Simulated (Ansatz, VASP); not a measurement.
## AlB2Sb3: VASP beside Ansatz

```
Al B Sb
1.0
     6.17520    0.00000    0.00000
    -3.08760    5.34788    0.00000
     0.00000    0.00000    3.46853
Al B Sb
1 2 3
Direct
  0.00000 0.00000 0.00000
  0.33333 0.66667 0.00000
  0.66667 0.33333 0.00000
  0.50000 0.00000 0.50000
  0.50000 0.50000 0.50000
  0.00000 0.50000 0.50000
```

Change from the starting cell: species swapped into the LuB2Os3 type (P6/mmm, No. 191).

Alike in both runs: task relaxation of cell and atoms; functional PBE; k mesh 3 × 3 × 6; occupations gaussian, width 0.1 eV; no spin polarisation.

|  | VASP | Ansatz |
| --- | --- | --- |
| version | VASP 6.6.1 | Ansatz 0.2.0 |
| potentials or method | VASP PAW PBE potentials, release 64 (Al, B, Sb), cutoff 600 eV | scalar-relativistic, plane waves, PAW |
| valence electrons in the cell | 24 | 54 |

Ansatz gave:

* gap on the k mesh at the Fermi level, each at its own relaxed structure (eV): none
* relaxed volume (Å³/atom): 20.43
* relaxed cell length with the largest relative difference (Å): 3.221

Task: What did VASP give for the same quantities?

Result: gap on the k mesh at the Fermi level, each at its own relaxed structure (eV): none; relaxed volume (Å³/atom): 20.38; relaxed cell length with the largest relative difference (Å): 3.229.

A gap of «none» marks a metal or a gap that the smearing closes. VASP's potentials hold 24 valence electrons a cell and Ansatz's 54, so a difference there can come from the potentials and not from the codes.

The k mesh is coarse, so the values compare programs but aren't converged. Spin-orbit coupling is off throughout.
